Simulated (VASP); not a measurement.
Here is a VASP 6.6.1 calculation.

The input INCAR:

```
SYSTEM = Sn3Te2O
  ALGO = Normal
  EDIFF = 1E-6
  ENCUT = 520
  GGA = PE
  ISIF = 2
  ISMEAR = 0
  LASPH = .True.
  LCHARG = .True.
  LELF = .True.
  LREAL = .False.
  LVHAR = .True.
  LWAVE = .False.
  NBANDS = 39
  NELM = 80
  PREC = Accurate
  SIGMA = 0.1
```

File KPOINTS:

```
k-points
0
Gamma
  3 3 4
  0 0 0
```

File POSCAR:

```
Sn3Te2O
1.0
    6.2836170200      0.0000000000      0.0000000000
   -3.1418085100      5.4417719700      0.0000000000
    0.0000000000      0.0000000000      4.4134212800
Sn Te O
3 2 1
Direct
    0.5000000000      0.5000000000      0.4595159900
    0.5000000000      0.0000000000      0.4595159900
    0.0000000000      0.5000000000      0.4595159900
    0.6666666700      0.3333333300      0.9631379800
    0.3333333300      0.6666666700      0.9631379800
    0.0000000000      0.0000000000      0.8888130200
```

Potentials or basis: VASP PAW PBE potentials, release 64 (Sn_d, Te, O).

Launch:

```bash
$ cat potpaw_PBE.64/Sn_d/POTCAR potpaw_PBE.64/Te/POTCAR potpaw_PBE.64/O/POTCAR > POTCAR
$ mpirun -np 1 vasp_std > vasp.out
```

**Question.** Predict the pressure.

**Answer.** 15.7 GPa.

**Question.** Predict the band gap on the k mesh.

**Answer.** Zero (bands 30 and 31 overlap by 0.31 eV).

**Question.** Predict the largest force.

**Answer.** 0.530 eV/Å.

Forces in eV/Å, atoms in the order of the input:
```
Sn   0.000  0.000  0.210
Sn   0.000  0.000  0.210
Sn   0.000  0.000  0.210
Te   0.000  0.000 -0.050
Te   0.000  0.000 -0.050
O    0.000  0.000 -0.530
```

Caveat: the k points lie up to 0.38 Å⁻¹ apart; semilocal functionals underestimate gaps, so a narrow gap can read as zero; spin-orbit coupling is left out, which moves the levels of the heavy elements.
